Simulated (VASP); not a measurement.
A run of VASP 6.6.1 is set up as follows.

The input POSCAR:

```
HgTe
1.0
    3.8060201133      0.0000000000      0.0000000000
    0.0000000000      3.8060201133      0.0000000000
    0.0000000000      0.0000000000      3.8060201133
Hg Te
1 1
Direct
    0.0000000000      0.0000000000      0.0000000000
    0.5000000000      0.5000000000      0.5000000000
```

INCAR.step1

```
SYSTEM = HgTe
  PREC = Accurate
  ENCUT = 600
  ISMEAR = -1
  SIGMA = 0.02
  LREAL = .FALSE.
  LASPH = .TRUE.
  NELM = 60
  GGA = PE
  ALGO = Normal
  EDIFF = 1E-4
  LWAVE = .TRUE.
  LCHARG = .FALSE.
```

INCAR.step2

```
SYSTEM = HgTe
  PREC = Accurate
  ENCUT = 600
  EDIFF = 1E-7
  ISMEAR = -1
  SIGMA = 0.02
  LREAL = .FALSE.
  LASPH = .TRUE.
  NELM = 60
  ALGO = Normal
  ISIF = 3
  LWAVE = .FALSE.
  LCHARG = .FALSE.
  METAGGA = R2SCAN
  LMIXTAU = .TRUE.
  IBRION = 2
  NSW = 80
  EDIFFG = -0.005
  ISTART = 1
```

File KPOINTS:

```
regular mesh
0
G
  6 6 6
  0 0 0
```

Potentials or basis: VASP PAW PBE potentials, release 64 (Hg, Te).

The run is started by

```bash
$ cat potpaw_PBE.64/Hg/POTCAR potpaw_PBE.64/Te/POTCAR > POTCAR
$ cp INCAR.step1 INCAR
$ mpirun -np 1 vasp_std > vasp.out
$ cp INCAR.step2 INCAR
$ mpirun -np 1 vasp_std > vasp.out
```

**Question.** Estimate the space group after relaxing (to 0.05 Å).

**Answer.** Pm-3m (No. 221).

**Question.** Estimate the relaxed cell.

**Answer.** a = 3.795 Å, b = 3.795 Å, c = 3.795 Å, α = 90.00°, β = 90.00°, γ = 90.00°.

**Question.** Predict the band gap on the k mesh.

**Answer.** Zero (band 9 reaches 5.26 eV, above the bottom of band 10 at 3.42 eV).

Final structure:
```
Hg Te
1.0
     3.79453    0.00000    0.00000
     0.00000    3.79453    0.00000
     0.00000    0.00000    3.79453
Hg Te
1 1
Direct
  0.00000 0.00000 0.00000
  0.50000 0.50000 0.50000
```

Caveat: spin-orbit coupling is left out, which moves the levels of the heavy elements.
